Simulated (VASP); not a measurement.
# AlN (F-43m) in VASP: a series of runs

AlN is run at these levels: PBE, r2SCAN; tasks: single point.

Everything below comes from runs of VASP 6.6.1. Logs are shortened: lines on timing, memory, paths and dates and some standing lists are left out, and cuts for length are marked.

## 1. The cell of the first run

It takes space group F-43m (No. 216, cubic). The conventional cell has a = 4.490 Å, b = 4.490 Å, c = 4.490 Å, α = 90.00°, β = 90.00°, γ = 90.00°. Al (site symmetry -43m) has 4 N at 1.94 Å within 2.6 Å. Within 2.6 Å of N (site symmetry -43m) lie 4 Al at 1.94 Å.

## 2. Single point, PBE (volume changed by +6%)

The input, INCAR:

```
PREC = Accurate
ENCUT = 520
EDIFF = 1E-6
ISMEAR = 0
SIGMA = 0.01
LREAL = F
LASPH = T
NELM = 100
ALGO = Normal
ISIF = 2
LWAVE = F
LCHARG = F
GGA = PE
NBANDS = 11
```

The input, KPOINTS:

```
Automatic mesh
0
Gamma
  8 8 8
```

The input, POSCAR:

```
AlN
1.0
    0.0000000000      2.2447664391      2.2447664391
    2.2447664391      0.0000000000      2.2447664391
    2.2447664391      2.2447664391      0.0000000000
Al N
1 1
Direct
    0.0000000000      0.0000000000      0.0000000000
    0.7500000000      0.7500000000      0.7500000000
```

Potentials or basis: VASP PAW PBE potentials, release 64 (Al, N).

Command:

```bash
$ cat potpaw_PBE.64/Al/POTCAR potpaw_PBE.64/N/POTCAR > POTCAR
$ mpirun -np 1 vasp_std > vasp.out
```

OUTCAR:

```text
PREC = Accurate
   ENCUT = 520
   EDIFF = 1E-6
   ISMEAR = 0
   LREAL = F
   LASPH = T
   NELM = 100
   ISIF = 2
   GGA = PE

 ion  position               nearest neighbor table
   1  0.000  0.000  0.000-   2 1.94   2 1.94   2 1.94   2 1.94
   2  0.750  0.750  0.750-   1 1.94   1 1.94   1 1.94   1 1.94

  LATTYP: Found a face centered cubic cell.
 ALAT       =     4.4895328782

  Lattice vectors:

 A1 = (   0.0000000000,   2.2447664391,   2.2447664391)
 A2 = (   2.2447664391,   0.0000000000,   2.2447664391)
 A3 = (   2.2447664391,   2.2447664391,   0.0000000000)

Analysis of symmetry for initial positions (statically):
[... 5 lines left out ...]
 face centered cubic supercell.

 Subroutine GETGRP returns: Found 24 space group operations
 (whereof 24 operations were pure point group operations)
 out of a pool of 48 trial point group operations.

The static configuration has the point symmetry T_d .

Analysis of symmetry for dynamics (positions and initial velocities):
[... 5 lines left out ...]
 face centered cubic supercell.

 Subroutine GETGRP returns: Found 24 space group operations
 (whereof 24 operations were pure point group operations)
 out of a pool of 48 trial point group operations.

The dynamic configuration has the point symmetry T_d .

 Subroutine INISYM returns: Found 24 space group operations
 (whereof 24 operations are pure point group operations),
 and found     1 'primitive' translations

----------------------------------------------------------------------------------------

                                     Primitive cell

  volume of cell :      22.6227

  direct lattice vectors                    reciprocal lattice vectors
     0.000000000  2.244766439  2.244766439    -0.222740322  0.222740322  0.222740322
     2.244766439  0.000000000  2.244766439     0.222740322 -0.222740322  0.222740322
     2.244766439  2.244766439  0.000000000     0.222740322  0.222740322 -0.222740322

  length of vectors
     3.174579143  3.174579143  3.174579143     0.385797555  0.385797555  0.385797555

  position of ions in fractional coordinates (direct lattice)
     0.000000000  0.000000000  0.000000000
     0.750000000  0.750000000  0.750000000

  ion indices of the primitive-cell ions
   primitive index   ion index
                 1           1
                 2           2

----------------------------------------------------------------------------------------

 KPOINTS: Automatic mesh

Automatic generation of k-mesh.
 Grid dimensions read from file:
 generate k-points for:    8    8    8

 Generating k-lattice:

  Cartesian coordinates                     Fractional coordinates (reciprocal lattice)
    -0.027842540  0.027842540  0.027842540     0.125000000  0.000000000  0.000000000
     0.027842540 -0.027842540  0.027842540     0.000000000  0.125000000  0.000000000
     0.027842540  0.027842540 -0.027842540     0.000000000  0.000000000  0.125000000

  Length of vectors
     0.048224694  0.048224694  0.048224694

  Shift w.r.t. Gamma in fractional coordinates (k-lattice)
     0.000000000  0.000000000  0.000000000

 Subroutine IBZKPT returns following result:
 ===========================================

 Found     29 irreducible k-points:

 Following reciprocal coordinates:
            Coordinates               Weight
  0.000000  0.000000  0.000000      1.000000
  0.125000  0.000000  0.000000      8.000000
  0.250000  0.000000  0.000000      8.000000
  0.375000  0.000000  0.000000      8.000000
  0.500000  0.000000  0.000000      4.000000
  0.125000  0.125000  0.000000      6.000000
[... 16 lines left out ...]
  0.500000  0.250000  0.125000     48.000000
 -0.375000  0.250000  0.125000     24.000000
 [... further k-points ...]
   k-points           NKPTS =     29   k-points in BZ     NKDIM =     29   number of bands    NBANDS=     11
   number of dos      NEDOS =    301   number of ions     NIONS =      2
   total plane-waves  NPLWV =  13824
   dimension x,y,z NGX =    24 NGY =   24 NGZ =   24
   dimension x,y,z NGXF=    48 NGYF=   48 NGZF=   48
   ions per type =               1   1
   NGX,Y,Z   is equivalent  to a cutoff of  12.57, 12.57, 12.57 a.u.
   NGXF,Y,Z  is equivalent  to a cutoff of  25.14, 25.14, 25.14 a.u.
 SYSTEM =  unknown system
   PREC   = accura    normal or accurate (medium, high low for compatibility)
   ISTART =      0    job   : 0-new  1-cont  2-samecut
   ICHARG =      2    charge: 1-file 2-atom 10-const
   ISPIN  =      1    spin polarized calculation?
   LNONCOLLINEAR =      F non collinear calculations
   LSORBIT =      F    spin-orbit coupling
   LASPH  =      T    aspherical Exc in radial PAW
   ENCUT  =  520.0 eV  38.22 Ry    6.18 a.u.   5.90  5.90  5.90*2*pi/ulx,y,z
   NELM   =    100;   NELMIN=  2; NELMDL= -5     # of ELM steps
   EDIFF  = 0.1E-05   stopping-criterion for ELM
   LREAL  =      F    real-space projection
   EDIFFG = 0.1E-04   stopping-criterion for IOM
   NSW    =      0    number of steps for IOM
   IBRION =     -1    ionic relax: 0-MD 1-quasi-New 2-CG
   NFREE  =      0    steps in history (QN), initial steepest desc. (CG)
   ISIF   =      2    stress and relaxation
   ISYM   =      2    0-nonsym 1-usesym 2-fastsym
   POTIM  = 0.5000    time-step for ionic-motion
   TEBEG  =    0.0;   TEEND  =   0.0 temperature during run
   PSTRESS=    0.0 pullay stress
   NELECT =       8.0000    total number of electrons
   NUPDOWN=      -1.0000    fix difference up-down
   EMIN   =  10.00;   EMAX   =-10.00  energy-range for DOS
   EFERMI =   0.00;   METHOD = LEGACY
   ISMEAR =     0;   SIGMA  =   0.01  broadening in eV -4-tet -1-fermi 0-gaus
   EFERMI_NEDOS =   21; number of points for ismear=-14 and -15
   IALGO  =     38    algorithm
   IMIX   =      4    mixing-type and parameters
     AMIX     =   0.40;   BMIX     =  1.00
     AMIX_MAG =   1.60;   BMIX_MAG =  1.00
  volume/ion in A,a.u.               =      11.31        76.33
  Fermi-wavevector in a.u.,A,eV,Ry     =   1.157685  2.187707 18.234992  1.340234
  Thomas-Fermi vector in A             =   2.294294
   LORBIT       =      0    0 simple, 1 ext, 2 COOP (PROOUT), +10 PAW based schemes
   GGA     = PE    functional components
   LHFCALC =     F    Hartree Fock is set to
   AEXX    =    0.0000 exact exchange contribution
   IVDW    =     0    specifies the selected vdW correction
   LEPSILON=     F    determine dielectric tensor
   LRPA    =     F    only Hartree local field effects (RPA)
 non-spin polarized calculation
 Gauss-broadening in eV      SIGMA  =   0.01
  energy-cutoff  :      520.00
  volume of cell :       22.62
 maximum number of plane-waves:       620
   NGX = 11   NGY = 11   NGZ = 11

 number of electron       8.0000002 magnetization

 Free energy of the ion-electron system (eV)
  ---------------------------------------------------
  ext. energy  EPLUGINS =         0.00000000
  ---------------------------------------------------
  free energy    TOTEN  =       -14.80381173 eV

  energy without entropy =      -14.80381173  energy(sigma->0) =      -14.80381173

 E-fermi :   5.3716     XC(G=0): -10.5795

 val. band max:        5.2189590057   @ k =   0.0000   0.0000   0.0000
 cond. band min:       8.4896720933   @ k =   0.5000   0.5000   0.0000
 fundamental gap:      3.2707130876
 Fermi energy:         5.3716249086

 k-point     1 :       0.0000    0.0000    0.0000
  band No.  band energies     occupation
      1      -9.3002      2.00000
      2       5.2190      2.00000
      3       5.2190      2.00000
      4       5.2190      2.00000
      5       8.7053      0.00000
      6      16.9848      0.00000
      7      16.9848      0.00000
      8      16.9848      0.00000
      9      22.2577      0.00000
     10      22.2577      0.00000
     11      23.5079      0.00000

 k-point     2 :       0.1250    0.0000    0.0000
  band No.  band energies     occupation
      1      -9.0947      2.00000
      2       4.0475      2.00000
      3       5.1419      2.00000
      4       5.1419      2.00000
      5       9.6737      0.00000
      6      16.4194      0.00000
      7      17.1489      0.00000
      8      17.1489      0.00000
      9      20.7960      0.00000
     10      20.7960      0.00000
     11      22.5004      0.00000

 k-point     3 :       0.2500    0.0000    0.0000
  band No.  band energies     occupation
      1      -8.5350      2.00000
      2       2.0781      2.00000
      3       4.9685      2.00000
      4       4.9685      2.00000
      5      10.9838      0.00000
      6      15.4568      0.00000
      7      16.8742      0.00000
      8      16.8742      0.00000
      9      20.8069      0.00000
     10      20.8069      0.00000
     11      21.6369      0.00000

 k-point     4 :       0.3750    0.0000    0.0000
  band No.  band energies     occupation
      1      -7.8399      2.00000
      2       0.3999      2.00000
      3       4.8107      2.00000
      4       4.8107      2.00000
      5      11.6851      0.00000
      6      14.7745      0.00000
      7      16.1560      0.00000
      8      16.1560      0.00000
      9      21.7843      0.00000
     10      22.6252      0.00000
     11      22.6252      0.00000

 k-point     5 :       0.5000    0.0000    0.0000
  band No.  band energies     occupation
      1      -7.4866      2.00000
      2      -0.2992      2.00000
      3       4.7493      2.00000
      4       4.7493      2.00000
      5      11.8623      0.00000
      6      14.5279      0.00000
      7      15.8530      0.00000
      8      15.8530      0.00000
      9      22.1589      0.00000
     10      24.2316      0.00000
     11      24.2316      0.00000

 k-point     6 :       0.1250    0.1250    0.0000
  band No.  band energies     occupation
      1      -9.0266      2.00000
      2       4.0714      2.00000
      3       4.9236      2.00000
      4       4.9236      2.00000
      5       9.9499      0.00000
      6      16.0763      0.00000
      7      17.3850      0.00000
      8      17.3850      0.00000
      9      18.6033      0.00000
     10      22.7039      0.00000
     11      24.4239      0.00000

 k-point     7 :       0.2500    0.1250    0.0000
  band No.  band energies     occupation
      1      -8.5849      2.00000
      2       2.6297      2.00000
      3       4.6620      2.00000
      4       4.7343      2.00000
      5      10.9707      0.00000
      6      15.3549      0.00000
      7      16.4546      0.00000
      8      17.5439      0.00000
      9      18.7197      0.00000
     10      22.5432      0.00000
     11      23.7234      0.00000

 k-point     8 :       0.3750    0.1250    0.0000
  band No.  band energies     occupation
      1      -7.9240      2.00000
      2       0.9962      2.00000
      3       4.4181      2.00000
      4       4.5091      2.00000
      5      11.7677      0.00000
      6      14.3826      0.00000
      7      16.1350      0.00000
      8      17.0166      0.00000
      9      20.1281      0.00000
     10      23.4896      0.00000
     11      23.6709      0.00000
[... 141 lines left out ...]
 k-point    19 :       0.5000    0.3750    0.0000
  band No.  band energies     occupation
      1      -7.0284      2.00000
      2       0.7978      2.00000
      3       3.0172      2.00000
      4       3.6838      2.00000
      5       9.2727      0.00000
      6      13.9197      0.00000
      7      17.5324      0.00000
      8      19.3751      0.00000
      9      19.6237      0.00000
     10      26.3942      0.00000
     11      27.5207      0.00000

 k-point    20 :      -0.3750    0.3750    0.0000
  band No.  band energies     occupation
      1      -6.9427      2.00000
      2       1.1378      2.00000
      3       1.8354      2.00000
      4       3.9116      2.00000
      5      10.2182      0.00000
      6      14.6921      0.00000
      7      17.2993      0.00000
      8      18.6063      0.00000
      9      19.4440      0.00000
     10      24.1982      0.00000
     11      28.1592      0.00000

 k-point    21 :       0.5000    0.5000    0.0000
  band No.  band energies     occupation
      1      -6.9249      2.00000
      2       0.5576      2.00000
      3       3.5329      2.00000
      4       3.5329      2.00000
      5       8.4897      0.00000
      6      13.3296      0.00000
      7      18.1171      0.00000
      8      19.9480      0.00000
      9      19.9480      0.00000
     10      27.0172      0.00000
     11      28.1571      0.00000

 k-point    22 :       0.3750    0.2500    0.1250
  band No.  band energies     occupation
      1      -8.0881      2.00000
      2       1.7798      2.00000
      3       3.8187      2.00000
      4       4.6359      2.00000
      5      11.5495      0.00000
      6      14.9082      0.00000
      7      15.5382      0.00000
      8      17.7584      0.00000
      9      19.0837      0.00000
     10      23.4233      0.00000
     11      25.8823      0.00000

 k-point    23 :       0.5000    0.2500    0.1250
  band No.  band energies     occupation
      1      -7.4931      2.00000
      2       0.8226      2.00000
      3       3.2487      2.00000
      4       4.3281      2.00000
      5      11.9338      0.00000
      6      14.1391      0.00000
      7      15.9692      0.00000
      8      17.4231      0.00000
      9      20.3805      0.00000
     10      23.8250      0.00000
     11      25.8910      0.00000

 k-point    24 :      -0.3750    0.2500    0.1250
  band No.  band energies     occupation
      1      -7.2033      2.00000
      2       0.3640      2.00000
      3       3.0939      2.00000
      4       4.1552      2.00000
      5      12.0537      0.00000
      6      13.7394      0.00000
      7      16.5689      0.00000
      8      17.2183      0.00000
      9      21.3610      0.00000
     10      23.0852      0.00000
     11      26.1114      0.00000

 [... further k-points ...]
[... 5 lines left out ...]
  --------------------------------------------------------------------------------------
  -------------------------------------------------------------------------------------
  Total       -1.4533565     -1.4533565     -1.4533565      0.0000000      0.0000000      0.0000000
  in kB     -102.9293570   -102.9293570   -102.9293570      0.0000000      0.0000000      0.0000000
  external PRESSURE =    -102.9293570 kB  Pullay stress =       0.0000000 kB

 VOLUME and BASIS-vectors are now :
 -----------------------------------------------------------------------------
  energy-cutoff  :      520.00
  volume of cell :       22.62
      direct lattice vectors                 reciprocal lattice vectors
     0.000000000  2.244766439  2.244766439    -0.222740322  0.222740322  0.222740322
     2.244766439  0.000000000  2.244766439     0.222740322 -0.222740322  0.222740322
     2.244766439  2.244766439  0.000000000     0.222740322  0.222740322 -0.222740322

 POSITION                                       TOTAL-FORCE (eV/Angst)
 -----------------------------------------------------------------------------------
      0.00000      0.00000      0.00000        -0.000000      0.000000     -0.000000
      3.36715      3.36715      3.36715         0.000000      0.000000      0.000000
 -----------------------------------------------------------------------------------
    total drift:                                0.000000      0.000000      0.000000

  FREE ENERGIE OF THE ION-ELECTRON SYSTEM (eV)
  ---------------------------------------------------
  free  energy   TOTEN  =       -14.8038117331 eV

  energy  without entropy=      -14.8038117331  energy(sigma->0) =      -14.80381173
```

Wall time 2.6 s (1 thread of Intel Xeon 6975P-C (Granite Rapids), shared host); peak memory 0.13 GiB.

Results:

```yaml
Free_energy: -14.8038 eV
Pressure: -10.3 GPa
Band_gap_on_the_k_mesh: 3.27 eV, indirect (least direct gap 3.49 eV)
```

Levels at points of the mesh, in eV from the valence-band top:
```
           k point  band 1  band 2  band 3  band 4  band 5  band 6  band 7  band 8
(0.00, 0.00, 0.00)  -14.52    0.00    0.00    0.00    3.49   11.77   11.77   11.77
(0.50, 0.00, 0.00)  -12.71   -5.52   -0.47   -0.47    6.64    9.31   10.63   10.63
(0.50, 0.50, 0.00)  -12.14   -4.66   -1.69   -1.69    3.27    8.11   12.90   14.73
```

Caveat: the cell differs from its parent crystal (volume changed by +6%). A k mesh can miss the band edges.

## 3. Single point, PBE

This run uses another cell than the first one, of 10.43 Å³/atom, 0.922 times its volume.

The input, INCAR:

```
ALGO = Normal
EDIFF = 1E-6
ENCUT = 520
GGA = PE
ISIF = 2
ISMEAR = 0
LASPH = True
LCHARG = True
LELF = True
LREAL = False
LVHAR = True
LWAVE = False
NBANDS = 11
NELM = 80
PREC = Accurate
SIGMA = 0.01
```

The input, KPOINTS:

```
k-points
0
Gamma
  10 10 10
```

The input, POSCAR:

```
AlN
1.0
    0.0000000000      2.1848764836      2.1848764836
    2.1848764836      0.0000000000      2.1848764836
    2.1848764836      2.1848764836      0.0000000000
Al N
1 1
Direct
    0.0000000000      0.0000000000      0.0000000000
    0.7500000000      0.7500000000      0.7500000000
```

Potentials or basis: VASP PAW PBE potentials, release 64 (Al, N).

Command:

```bash
$ cat potpaw_PBE.64/Al/POTCAR potpaw_PBE.64/N/POTCAR > POTCAR
$ mpirun -np 1 vasp_std > vasp.out
```

It took 3.4 s on 1 thread of Intel Xeon 6975P-C (Granite Rapids), shared host; peak memory 0.13 GiB.

The run converged. Its results:

- Free energy: -14.8412 eV
- Pressure: 4.3 GPa
- Band gap on the k mesh: 3.32 eV, indirect (least direct gap 4.19 eV)

Levels at points of the mesh, in eV from the valence-band top:
| k point | band 1 | band 2 | band 3 | band 4 | band 5 | band 6 | band 7 | band 8 |
| --- | --- | --- | --- | --- | --- | --- | --- | --- |
| (0.00, 0.00, 0.00) | -14.97 | 0.00 | 0.00 | 0.00 | 4.19 | 12.55 | 12.55 | 12.55 |
| (0.50, 0.00, 0.00) | -12.93 | -5.85 | -0.48 | -0.48 | 7.37 | 9.86 | 11.14 | 11.14 |
| (0.50, 0.50, 0.00) | -12.30 | -4.90 | -1.77 | -1.77 | 3.32 | 8.61 | 13.94 | 15.72 |

A k mesh can miss the band edges. Expect the measured gap to be larger: semilocal functionals such as PBE lack the derivative discontinuity.

(Continued in part 2 of 2.)
